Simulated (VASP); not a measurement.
Wanted: the native input for a VASP 6.6.1 run.

* Task: relaxation of cell and atoms
* Functional: PBEsol
* Dispersion: D3(BJ)
* Potentials or basis: VASP PAW PBE potentials, release 64 (P)
* Cutoff: 600 eV
* k mesh: 6 × 6 × 6
* Occupations: fermi-dirac, width 0.05 eV
* Spin: no spin polarisation
* Dipole correction: no
* Further INCAR settings: ALGO = Normal; EDIFF = 1e-06; IBRION = 2; EDIFFG = -0.02; NSW = 80; ISIF = 3

The structure of P lies in POSCAR:

```
P
1.0
    3.7102200000      0.0000000000      0.0000000000
    2.1048557821      3.0553747045      0.0000000000
    2.1048557821      1.1059396909      2.8481945132
P
2
Direct
    0.2270800000      0.2270800000      0.2270800000
    0.7729200000      0.7729200000      0.7729200000
```

One way to write it, as run:

INCAR

```
SYSTEM = P
  PREC = Accurate
  ENCUT = 600
  EDIFF = 1E-6
  ISMEAR = -1
  SIGMA = 0.05
  LREAL = .False.
  LASPH = .True.
  NELM = 80
  ALGO = Normal
  ISIF = 3
  LWAVE = .False.
  LCHARG = .False.
  GGA = PS
  IVDW = 12
  IBRION = 2
  NSW = 80
  EDIFFG = -0.02
```

KPOINTS

```
Automatic mesh
0
Gamma
  6 6 6
  0 0 0
```

Potentials or basis: VASP PAW PBE potentials, release 64 (P).

Launch:

```sh
$ cat potpaw_PBE.64/P/POTCAR > POTCAR
$ mpirun -np 1 vasp_std > vasp.out
```

It gave:

| Item | Value |
| --- | --- |
| Relaxed volume | 14.51 Å³/atom |
| Relaxed cell | a = 3.521 Å, b = 3.521 Å, c = 3.521 Å, α = 57.42°, β = 57.42°, γ = 57.42° |
| Space group after relaxing (to 0.1 Å) | R-3m (No. 166) |
| Energy gained by relaxing | 32.1 meV/atom |
| Ionic steps | 12 |
| Pressure after relaxing | 0.0 GPa |
| Largest force after relaxing | 0.016 eV/Å |
| Band gap on the k mesh | zero (bands 5 and 6 overlap by 1.02 eV) |
| Dispersion energy per atom | -0.390 eV |

Caveat: the k points lie up to 0.38 Å⁻¹ apart in the final cell, too coarse for converged energies and pressures of a metal; the PAW data sets were made with another functional, which shifts forces and pressure a little.

Wall time 2.1 min on 1 thread of Intel Xeon 8259CL, with other jobs on the host, peak memory 0.17 GiB.
